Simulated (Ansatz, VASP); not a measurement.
**One calculation of Sn3Se, two programs**

The input INCAR:

```
SYSTEM = Sn3Se
PREC = Accurate ; ENCUT = 520
EDIFF = 1E-6 ; ISMEAR = -1
SIGMA = 0.05 ; LREAL = .False.
LASPH = .True. ; NELM = 100
ALGO = Normal ; ISIF = 2
LWAVE = .False. ; LCHARG = .False.
GGA = PS ; NBANDS = 32
```

Contents of KPOINTS:

```
Automatic mesh
0
Gamma
  4 4 4
  0 0 0
```

Contents of POSCAR:

```
Sn3Se
1.0
    4.7418790000      0.0000000000      0.0000000000
    0.0000000000      4.7418790000      0.0000000000
    0.0000000000      0.0000000000      4.7418790000
Sn Se
3 1
Direct
    0.5000000000      0.5000000000      0.0000000000
    0.5000000000      0.0000000000      0.5000000000
    0.0000000000      0.5000000000      0.5000000000
    0.0000000000      0.0000000000      0.0000000000
```

File input.yaml:

```yaml
crystal:
  lattice:
    - [4.741879, 0.0, 0.0]
    - [0.0, 4.741879, 0.0]
    - [0.0, 0.0, 4.741879]
  atoms:
    - { symbol: Sn, position: [0.5, 0.5, 0.0] }
    - { symbol: Sn, position: [0.5, 0.0, 0.5] }
    - { symbol: Sn, position: [0.0, 0.5, 0.5] }
    - { symbol: Se, position: [0.0, 0.0, 0.0] }
kpoints:
  mp_grid: { grid: [4, 4, 4] }
  band_path:
    path:
      - [0.0, 0.0, 0.0]
      - [0.0, 0.5, 0.0]
      - [0.5, 0.5, 0.0]
      - [0.0, 0.0, 0.0]
      - [0.5, 0.5, 0.5]
      - [0.0, 0.5, 0.0]
    npoints: 6
scf:
  occupations: { method: fermi_dirac, width: 0.05 }
hamiltonian:
  xc: pbesol
  pseudopotentials: { kind: all_electron, lapw: { basis_error: 0.002 } }
output:
  forces: true
  stress: true
  eigenvalues: true
```

Alike in both runs: functional PBEsol; k mesh 4 × 4 × 4; occupations fermi-dirac, width 0.05 eV; no spin polarisation.

|  | VASP | Ansatz |
| --- | --- | --- |
| version | VASP 6.6.1 | Ansatz 0.2.0 |
| potentials or method | VASP PAW PBE potentials, release 64 (Sn_d, Se), cutoff 520 eV | all-electron LAPW, scalar-relativistic |
| task | single point | band structure |

```tsv
	VASP	Ansatz	Ansatz less VASP
gap on the k mesh at the Fermi level (eV)	none	none	-
pressure (GPa)	-2.7	-2.7	+0.02
```

VASP's potentials were made for PBE, not for PBEsol. A gap of «none» marks a metal or a gap that the smearing closes. Ansatz ran all-electron here, and VASP with PAW potentials.

Noted on Ansatz's run: the k mesh is thin for a metal, which can move the energy by tens of meV per atom.
